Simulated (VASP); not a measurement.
Set up this calculation in VASP 6.6.1, as the native input.

| Quantity | Value |
| --- | --- |
| Task | single point |
| Functional | PBE |
| Potentials or basis | VASP PAW PBE potentials, release 64 (Mg, Si, N) |
| Cutoff | 520 eV |
| k mesh | 6 × 6 × 4 |
| Occupations | gaussian, width 0.1 eV |
| Spin | no spin polarisation |
| Dipole correction | no |
| Further INCAR settings | ALGO = Normal; EDIFF = 1e-06; NBANDS = 18 |

The structure of MgSi2N2 lies in POSCAR:

```
MgSi2N2
1.0
    4.1114984100      0.0000000000      0.0000000000
   -2.0557492100      3.5606620700      0.0000000000
    0.0000000000      0.0000000000      4.4391881200
Mg Si N
1 2 2
Direct
    0.0000000000      0.0000000000      0.0000000000
    0.3333333300      0.6666666700      0.3446297500
    0.6666666700      0.3333333300      0.6553702500
    0.3333333300      0.6666666700      0.9983480300
    0.6666666700      0.3333333300      0.0016519700
```

The input as run:

INCAR

```
ALGO = Normal
EDIFF = 1E-6
ENCUT = 520
GGA = PE
ISIF = 2
ISMEAR = 0
LASPH = True
LCHARG = False
LREAL = False
LWAVE = False
NBANDS = 18
NELM = 60
PREC = Accurate
SIGMA = 0.1
```

KPOINTS

```
k-points
0
Gamma
  6 6 4
```

Potentials or basis: VASP PAW PBE potentials, release 64 (Mg, Si, N).

The run is started by

```bash
$ cat potpaw_PBE.64/Mg/POTCAR potpaw_PBE.64/Si/POTCAR potpaw_PBE.64/N/POTCAR > POTCAR
$ mpirun -np 1 vasp_std > vasp.out
```

It gave:

```json
{"Pressure": "19.3 GPa", "Largest force": "7.684 eV/Å", "Band gap on the k mesh": "zero (band 10 reaches 7.87 eV, above the bottom of band 11 at 5.91 eV)"}
```

Caveat: forces of over 1 eV/Å act on the atoms, so gaps and moduli don't describe the material at rest.

Run time: 41 s on 1 thread of AMD EPYC 7R43 64-Core Processor (Zen 3), on a shared host, peak memory 0.16 GiB.
